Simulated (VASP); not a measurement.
Input of a VASP 6.6.1 run:

INCAR

```
SYSTEM = Fe3W
  PREC = Accurate
  ENCUT = 520
  EDIFF = 1E-6
  ISMEAR = -1
  SIGMA = 0.15
  LREAL = .False.
  LASPH = .True.
  NELM = 150
  ALGO = Normal
  ISIF = 2
  LWAVE = .False.
  LCHARG = .True.
  ISPIN = 2
  MAGMOM = 4.5 4.5 4.5 0
  LORBIT = 11
  LMAXMIX = 4
  GGA = PS
  LELF = .True.
  LVHAR = .True.
  NBANDS = 31
```

KPOINTS

```
regular mesh
0
Gamma
  5 5 5
  0 0 0
```

POSCAR

```
Fe3W
1.0
    3.6335820000      0.0000000000      0.0000000000
    0.0000000000      3.6335820000      0.0000000000
    0.0000000000      0.0000000000      3.6335820000
Fe W
3 1
Direct
    0.0000000000      0.5000000000      0.5000000000
    0.5000000000      0.0000000000      0.5000000000
    0.5000000000      0.5000000000      0.0000000000
    0.0000000000      0.0000000000      0.0000000000
```

Potentials or basis: VASP PAW PBE potentials, release 64 (Fe, W_sv).

Command:

```sh
$ cat potpaw_PBE.64/Fe/POTCAR potpaw_PBE.64/W_sv/POTCAR > POTCAR
$ mpirun -np 1 vasp_std > vasp.out
```

Task: What does it give for the pressure?

Result: -13.4 GPa.

Task: Estimate the net moment.

Result: 1.84 μB per cell.

Task: What does it give for the site moments?

Result: Fe +0.70; W -0.27 μB.

Caveat: the PAW data sets were made with another functional, which shifts forces and pressure a little.
